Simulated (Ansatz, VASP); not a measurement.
One calculation of TiSi2O4, two programs

```
Ti Si O
1.0
     5.12583    0.00000    0.00000
     0.00000    5.12583    0.00000
     0.00000    0.00000    2.76384
Ti Si O
1 2 4
Cartesian
  2.5629 2.5629 1.3962
  0.0000 2.5629 0.0143
  2.5629 0.0000 0.0143
  3.7564 3.7564 0.0144
  1.3694 1.3694 0.0144
  1.3694 3.7564 0.0144
  3.7564 1.3694 0.0144
```

Alike in both runs: functional PBE; k mesh 4 × 4 × 6; occupations gaussian, width 0.1 eV; collinear spin.

Ansatz relaxed the structure, and its values are those at the end. VASP's run is a single point on that final structure, the one shown.

|  | VASP | Ansatz |
| --- | --- | --- |
| version | VASP 6.6.1 | Ansatz 0.2.0 |
| potentials or method | VASP PAW PBE potentials, release 64 (Ti_sv, Si, O), cutoff 520 eV | scalar-relativistic, plane waves, PAW |
| valence electrons in the cell | 44 | 44 |

```csv
,VASP,Ansatz,Ansatz less VASP
gap on the k mesh at the Fermi level (eV),none,none,-
pressure (GPa),0.2,0.0,-0.24
rms of the force components (eV/Å),0.005,0.000,-0.0048
net moment per atom (μB),0.00,0.03,+0.026
size of the moment on the site where the two differ most (μB),0.00,0.17,+0.171
```

Site moments also hang on the region over which each program counts them. A gap of «none» marks a metal or a gap that the smearing closes.

The k mesh is coarse, so the values compare programs but aren't converged.
